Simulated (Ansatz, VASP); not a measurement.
## Cu in VASP and in Ansatz

```
CELL_PARAMETERS angstrom
-1.44279 1.44279 1.37608
1.44279 -1.44279 1.37608
1.44279 1.44279 -1.37608
ATOMIC_POSITIONS crystal
Cu 0.00000 0.00000 0.00000
```

Alike in both runs: task single point; functional LDA; k mesh 15 × 15 × 15; no spin polarisation.

```csv
,VASP,Ansatz
version,VASP 6.6.1,Ansatz 0.2.0
potentials or method,"VASP PAW LDA potentials, release 64 (Cu), cutoff 600 eV","plane waves, PAW"
occupations,"methfessel-paxton of order 1, width 0.2 eV","cold, width 0.2 eV"
valence electrons in the cell,11,19
```

|  | VASP | Ansatz | Ansatz less VASP |
| --- | --- | --- | --- |
| pressure (GPa) | -6.9 | -7.8 | -0.88 |
| traceless stress, the component that is largest in VASP (GPa) | -0.37 | -0.15 | +0.220 |

LDA's correlation is that of Perdew and Zunger in VASP and of Perdew and Wang (1992) in Ansatz. VASP's potentials hold 11 valence electrons a cell and Ansatz's 19, so a difference there can come from the potentials and not from the codes. Ansatz's warnings: stress scf threshold loose.
